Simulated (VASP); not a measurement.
# TaN (P6_3mc) in VASP: notebook, part 2 of 2

VASP 6.6.1.

### Step 4. Single point, PBE

Contents of INCAR:

```
SYSTEM = TaN
PREC     = Accurate       ! precision mode
ENCUT    = 520            ! plane-wave cutoff, eV
EDIFF    = 1E-6           ! SCF threshold, eV
ISMEAR   = 0              ! smearing method
SIGMA    = 0.1            ! smearing width, eV
LREAL    = .FALSE.        ! projectors in reciprocal space
LASPH    = .TRUE.         ! aspherical terms in the spheres
NELM     = 80             ! most SCF steps
ALGO     = Normal         ! electronic algorithm
ISIF     = 2              ! what is computed and relaxed
LWAVE    = .FALSE.        ! write WAVECAR
LCHARG   = .FALSE.        ! write CHGCAR
GGA      = PE             ! functional
NBANDS   = 24             ! bands
```

Contents of KPOINTS:

```
Automatic mesh
0
G
  21 21 12
  0 0 0
```

Contents of POSCAR:

```
TaN
1.0
    3.0500010905      0.0000000000      0.0000000000
   -1.5250005453      2.6413784260      0.0000000000
    0.0000000000      0.0000000000      4.9400000000
Ta N
2 2
Direct
    0.3333333333      0.6666666667      0.0000000000
    0.6666666667      0.3333333333      0.5000000000
    0.3333333333      0.6666666667      0.3850000000
    0.6666666667      0.3333333333      0.8850000000
```

Potentials or basis: VASP PAW PBE potentials, release 64 (Ta_pv, N).

The run is started by

```
cat potpaw_PBE.64/Ta_pv/POTCAR potpaw_PBE.64/N/POTCAR > POTCAR
mpirun -np 1 vasp_std > vasp.out
```

OUTCAR:

```text
SYSTEM = TaN
   PREC = Accurate
   ENCUT = 520
   EDIFF = 1E-6
   ISMEAR = 0
   LREAL = .FALSE.
   LASPH = .TRUE.
   NELM = 80
   ISIF = 2
   GGA = PE

 ion  position               nearest neighbor table
   1  0.333  0.667  0.000-   4 1.85   4 1.85   4 1.85   3 1.90   2 3.03   2 3.03   2 3.03   2 3.03
                             2 3.03   2 3.03
   2  0.667  0.333  0.500-   3 1.85   3 1.85   3 1.85   4 1.90   1 3.03   1 3.03   1 3.03   1 3.03
                             1 3.03   1 3.03
   3  0.333  0.667  0.385-   2 1.85   2 1.85   2 1.85   1 1.90
   4  0.667  0.333  0.885-   1 1.85   1 1.85   1 1.85   2 1.90

  LATTYP: Found a hexagonal cell.
 ALAT       =     3.0500010905
 C/A-ratio  =     1.6196715520

  Lattice vectors:

 A1 = (   3.0500010905,   0.0000000000,   0.0000000000)
 A2 = (  -1.5250005453,   2.6413784260,   0.0000000000)
 A3 = (   0.0000000000,   0.0000000000,   4.9400000000)

Analysis of symmetry for initial positions (statically):
=====================================================================
 Subroutine PRICEL returns:
 Original cell was already a primitive cell.

 Routine SETGRP: Setting up the symmetry group for a
 hexagonal supercell.

 Subroutine GETGRP returns: Found 12 space group operations
 (whereof  6 operations were pure point group operations)
 out of a pool of 24 trial point group operations.

The static configuration has the point symmetry C_3v.
 The point group associated with its full space group is C_6v.

Analysis of symmetry for dynamics (positions and initial velocities):
=====================================================================
 Subroutine PRICEL returns:
 Original cell was already a primitive cell.

 Routine SETGRP: Setting up the symmetry group for a
 hexagonal supercell.

 Subroutine GETGRP returns: Found 12 space group operations
 (whereof  6 operations were pure point group operations)
 out of a pool of 24 trial point group operations.

The dynamic configuration has the point symmetry C_3v.
 The point group associated with its full space group is C_6v.

[... 123 lines left out ...]
  volume/ion in A,a.u.               =       9.95        67.14
  Fermi-wavevector in a.u.,A,eV,Ry     =   1.522319  2.876766 31.530886  2.317455
  Thomas-Fermi vector in A             =   2.630914
   LORBIT       =      0    0 simple, 1 ext, 2 COOP (PROOUT), +10 PAW based schemes
   GGA     = PE    functional components
   LHFCALC =     F    Hartree Fock is set to
   AEXX    =    0.0000 exact exchange contribution
   IVDW    =     0    specifies the selected vdW correction
   LEPSILON=     F    determine dielectric tensor
   LRPA    =     F    only Hartree local field effects (RPA)
 non-spin polarized calculation
 Gauss-broadening in eV      SIGMA  =   0.10
  energy-cutoff  :      520.00
  volume of cell :       39.80
 maximum number of plane-waves:      1093
 NGX is ok and might be reduce to    24
   NGX = 11   NGY = 11   NGZ = 19

 number of electron      32.0000000 magnetization

 Free energy of the ion-electron system (eV)
  ---------------------------------------------------
  ext. energy  EPLUGINS =         0.00000000
  ---------------------------------------------------
  free energy    TOTEN  =       -37.67340413 eV

  energy without entropy =      -37.66668913  energy(sigma->0) =      -37.67004663

 E-fermi :   9.7801     XC(G=0): -13.5437

 val. band max:        9.7775207055   @ k =   0.1429   0.0000   0.3333
 cond. band min:       9.7847614259   @ k =   0.2857   0.0952   0.4167
 fundamental gap:      0.0072407205
 Fermi energy:         9.7800896523

 k-point     1 :       0.0000    0.0000    0.0000
  band No.  band energies     occupation
      1     -26.3308      2.00000
      2     -25.2213      2.00000
      3     -25.2213      2.00000
      4     -25.0302      2.00000
      5     -25.0302      2.00000
      6     -24.9755      2.00000
[... 637 lines left out ...]
     23      17.1841      0.00000
     24      17.9490      0.00000

 [... further k-points ...]

------------------------ aborting loop because EDIFF is reached ----------------------------------------

  FORCE on cell =-STRESS in cart. coord.  units (eV):
  Direction    XX          YY          ZZ          XY          YZ          ZX
  --------------------------------------------------------------------------------------
  -------------------------------------------------------------------------------------
  Total       36.9727867     36.9727867     30.5797347     -0.0000000     -0.0000000      0.0000000
  in kB     1488.4532451   1488.4532451   1231.0812735     -0.0000000     -0.0000000      0.0000000
  external PRESSURE =    1402.6625879 kB  Pullay stress =       0.0000000 kB

 VOLUME and BASIS-vectors are now :
 -----------------------------------------------------------------------------
  energy-cutoff  :      520.00
  volume of cell :       39.80
      direct lattice vectors                 reciprocal lattice vectors
     3.050001090  0.000000000  0.000000000     0.327868735  0.189295103  0.000000000
    -1.525000545  2.641378426  0.000000000     0.000000000  0.378590205  0.000000000
     0.000000000  0.000000000  4.940000000     0.000000000  0.000000000  0.202429150

 POSITION                                       TOTAL-FORCE (eV/Angst)
 -----------------------------------------------------------------------------------
     -0.00000      1.76092      0.00000         0.000000     -0.000000      2.367221
      1.52500      0.88046      2.47000        -0.000000      0.000000      2.367221
     -0.00000      1.76092      1.90190        -0.000000      0.000000     -2.367221
      1.52500      0.88046      4.37190         0.000000     -0.000000     -2.367221
 -----------------------------------------------------------------------------------
    total drift:                               -0.000000      0.000000      0.000973

  FREE ENERGIE OF THE ION-ELECTRON SYSTEM (eV)
  ---------------------------------------------------
  free  energy   TOTEN  =       -37.6734041256 eV

  energy  without entropy=      -37.6666891328  energy(sigma->0) =      -37.67004663
```

stdout:

```text
POSCAR found type information on POSCAR TaN
 POSCAR found :  2 types and       4 ions
 scaLAPACK will be used
 LDA part: xc-table for (Slater+PW92), standard interpolation
 POSCAR, INCAR and KPOINTS ok, starting setup
 FFT: planning ... GRIDC
 FFT: planning ... GRID_SOFT
 FFT: planning ... GRID
 WAVECAR not read
 entering main loop
```

Wall time 4.2 min (1 thread of Intel Xeon 8259CL, shared host); peak memory 0.38 GiB.

What came out:

```yaml
Free_energy: -37.6734 eV
Pressure: 140.3 GPa
Largest_force: 2.367 eV/Å
Band_gap_on_the_k_mesh: zero (bands 16 and 17 overlap by 2.86 eV)
```

Forces on the atoms (eV/Å):
```
Ta   0.000  0.000  2.367
Ta   0.000  0.000  2.367
N    0.000  0.000 -2.367
N    0.000  0.000 -2.367
```

Caveat: the cell stands under pressure; spin-orbit coupling is left out, which moves the levels of the heavy elements; forces of over 1 eV/Å act on the atoms, so gaps and moduli don't describe the material at rest.

### Step 5. Overview

| k mesh | gap on the mesh (eV) | pressure (GPa) | largest force (eV/Å) |
| --- | --- | --- | --- |
| 12 × 12 × 8 | none | 140.3 | 2.27 |
| 18 × 18 × 10 | none | 140.3 | 2.36 |
| 21 × 21 × 12 | none | 140.3 | 2.37 |

Alike in all rows: task single point; level PBE; potentials or basis VASP PAW PBE potentials, release 64 (Ta_pv, N); no spin polarisation; cell as given; cutoff (eV) 520; smearing gaussian 0.1 eV.

Caveats: the cell stands under pressure; spin-orbit coupling is left out, which moves the levels of the heavy elements; forces of over 1 eV/Å act on the atoms, so gaps and moduli don't describe the material at rest.

Total energies depend on the potentials used, so only differences within one code and one set of settings carry meaning.
